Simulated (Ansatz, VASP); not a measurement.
**Be2Al in VASP and in Ansatz**

```
Be Al
1.0
     4.24170    0.00000    0.00000
     0.00000    4.24170    0.00000
     0.00000    0.00000    4.84648
Be Al
4 2
Direct
  0.00000 0.24515 0.00000
  0.00000 0.75485 0.00000
  0.75485 0.00000 0.50000
  0.24515 0.00000 0.50000
  0.50000 0.50000 0.00000
  0.50000 0.50000 0.50000
```

Alike in both runs: task relaxation of cell and atoms; functional PBE; k mesh 10 × 10 × 8; occupations gaussian, width 0.1 eV; no spin polarisation.

```csv
,VASP,Ansatz
version,VASP 6.6.1,Ansatz 0.2.0
potentials or method,"VASP PAW PBE potentials, release 64 (Be, Al), cutoff 600 eV","scalar-relativistic, plane waves, PAW"
valence electrons in the cell,14,14
```

|  | VASP | Ansatz | Ansatz less VASP |
| --- | --- | --- | --- |
| gap on the k mesh at the Fermi level, each at its own relaxed structure (eV) | none | none | - |
| relaxed volume (Å³/atom) | 14.46 | 14.46 | +0.004 |
| relaxed length of the cell vector where the two differ most in proportion (Å) | 4.857 | 4.860 | +0.0027 |

A gap of «none» marks a metal or a gap that the smearing closes.
